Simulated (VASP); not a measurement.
**BN: single point with r2SCAN**

The system is BN.

```
CELL_PARAMETERS angstrom
0.00000 1.75861 1.84020
1.75861 0.00000 1.84020
1.75861 1.75861 0.00000
ATOMIC_POSITIONS crystal
B 0.00000 0.00000 0.00000
N 0.75000 0.75000 0.75000
```

This cell differs from its parent crystal: strain -0.030 along x and y, +0.015 along z.

```yaml
Program: VASP 6.6.1
Task: single point
Functional: r2SCAN
Potentials_or_basis: VASP PAW PBE potentials, release 64 (B, N)
Cutoff: 520 eV
k_mesh: 12 × 12 × 12
Occupations: gaussian, width 0.05 eV
Spin: no spin polarisation
```

The pressure is 14.8 GPa and the band gap on the k mesh is 4.59 eV, indirect (least direct gap 9.45 eV).

Stress tensor (GPa, compression positive):
```
25.51  0.00  0.00
 0.00 25.51  0.00
 0.00  0.00 -6.74
```

Levels at points of the mesh, in eV from the valence-band top:
```
           k point  band 1  band 2  band 3  band 4  band 5  band 6  band 7  band 8
(0.00, 0.00, 0.00)  -21.89   -0.51    0.00    0.00    9.45    9.45    9.78   11.52
(0.50, 0.00, 0.00)  -17.41  -11.60   -2.64   -1.86   10.30   11.79   12.05   16.65
(0.50, 0.50, 0.00)  -16.31  -10.19   -5.00   -5.00    5.44   10.62   19.59   19.59
(0.50, 0.00, 0.50)  -15.75   -9.50   -5.67   -5.65    4.59    9.50   19.25   20.01
```

Run time: 3 min on 1 thread of AMD EPYC 7571, on a shared host, peak memory 0.1 GiB.

Caveat: the cell differs from its parent crystal (strain -0.030 along x and y, +0.015 along z); the PAW data sets were made with another functional, which shifts forces and pressure a little. A k mesh can miss the band edges.
